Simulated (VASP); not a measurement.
A run of VASP 6.6.1 is set up as follows.

The input INCAR:

```
SYSTEM = WSe3
  PREC = Accurate
  ENCUT = 600
  EDIFF = 1E-6
  ISMEAR = 0
  SIGMA = 0.1
  LREAL = .FALSE.
  LASPH = .TRUE.
  NELM = 100
  ALGO = Normal
  ISIF = 3
  LWAVE = .FALSE.
  LCHARG = .FALSE.
  GGA = PE
  IBRION = 2
  NSW = 100
  EDIFFG = -0.01
```

KPOINTS

```
regular mesh
0
G
  16 16 6
  0 0 0
```

Contents of POSCAR:

```
WSe3
1.0
    3.0256536527      0.0000000000      0.0000000000
    0.0000000000      3.0256536527      0.0000000000
    0.0000000000      0.0000000000     10.6243429244
W Se
1 3
Direct
    0.5000000000      0.5000000000      0.5000000000
    0.0000000000      0.0000000000      0.3515453546
    0.0000000000      0.0000000000      0.6484546454
    0.0000000000      0.0000000000      0.0000000000
```

Potentials or basis: VASP PAW PBE potentials, release 64 (W_sv, Se).

The run is started by

```sh
$ cat potpaw_PBE.64/W_sv/POTCAR potpaw_PBE.64/Se/POTCAR > POTCAR
$ mpirun -np 1 vasp_std > vasp.out
```

What does it give for the band gap on the k mesh?

Zero (bands 16 and 17 overlap by 1.19 eV).

Estimate the space group after relaxing (to 0.1 Å).

P4/mmm (No. 123).

Predict the relaxed volume.

24.35 Å³/atom.

What does it give for the relaxed cell?

a = 3.027 Å, b = 3.027 Å, c = 10.630 Å, α = 90.00°, β = 90.00°, γ = 90.00°.

Step by step:
| step | energy change (eV) | largest force (eV/Å) | pressure (GPa) | volume (Å³) |
| --- | --- | --- | --- | --- |
| 1 | 0.0000 | 0.0363 | 0.19 | 97.26 |
| 2 | 0.0002 | 0.0425 | -0.28 | 97.67 |
| 3 | -0.0001 | 0.0053 | -0.03 | 97.42 |

Caveat: spin-orbit coupling is left out, which moves the levels of the heavy elements; this functional lacks dispersion, which binds layers or chains, so the pressure and a relaxed spacing across them are unreliable.
